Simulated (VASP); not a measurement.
PIr (zincblende type), 2 atoms in the cell. It takes space group F-43m (No. 216, cubic). The conventional cell has a = 4.698 Å, b = 4.698 Å, c = 4.698 Å, α = 90.00°, β = 90.00°, γ = 90.00°. Ir (site symmetry -43m) has 4 P at 2.03 Å within 2.7 Å. P (site symmetry -43m) has 4 Ir at 2.03 Å within 2.7 Å.  This cell differs from its parent crystal: volume scaled by 0.75.

| Item | Value |
| --- | --- |
| Program | VASP 6.6.1 |
| Task | single point |
| Functional | LDA |
| Potentials or basis | VASP PAW LDA potentials, release 64 (Ir, P) |
| Cutoff | 520 eV |
| k mesh | 12 × 12 × 12 |
| Occupations | fermi-dirac, width 0.05 eV |
| Spin | no spin polarisation |
| Dipole correction | no |
| Further INCAR settings | ALGO = Normal; EDIFF = 1e-06; NBANDS = 14 |

Potentials or basis: VASP PAW LDA potentials, release 64 (Ir, P).

Run with:

```console
$ cat potpaw_LDA.64/Ir/POTCAR potpaw_LDA.64/P/POTCAR > POTCAR
$ mpirun -np 1 vasp_std > vasp.out
```

Hardware: 1 thread of Intel Xeon 8259CL, on a shared host.

**Question.** Estimate the wall time of this run.

**Answer.** It took 52 s on 1 thread of Intel Xeon 8259CL (shared host), peak memory 0.16 GiB. Counts: scf iterations 12, k points 72.
